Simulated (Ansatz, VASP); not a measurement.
One calculation of InSb, two programs

```xyz
2
Lattice="0.0000 3.3652 3.3652 3.3652 0.0000 3.3652 3.3652 3.3652 0.0000" Properties=species:S:1:pos:R:3 pbc="T T T"
In    0.0000    0.0000    0.0000
Sb    1.6826    1.6826    1.6826
```

Alike in both runs: task single point; functional PBEsol; k mesh 12 × 12 × 12; occupations gaussian, width 0.1 eV; no spin polarisation.

```csv
,VASP,Ansatz
version,VASP 6.6.1,Ansatz 0.2.0
potentials or method,"VASP PAW PBE potentials, release 64 (In_d, Sb), cutoff 520 eV","scalar-relativistic, plane waves, PAW"
valence electrons in the cell,18,28
```

|  | VASP | Ansatz | Ansatz less VASP |
| --- | --- | --- | --- |
| gap on the k mesh at the Fermi level (eV) | none | none | - |
| pressure (GPa) | -3.2 | -3.2 | -0.01 |

VASP's potentials were made for PBE, not for PBEsol. A gap of «none» marks a metal or a gap that the smearing closes. With one functional, cell and mesh, what is left measures potentials, basis and numerics. VASP's potentials hold 18 valence electrons a cell and Ansatz's 28, so a difference there can come from the potentials and not from the codes.

Spin-orbit coupling is off throughout.
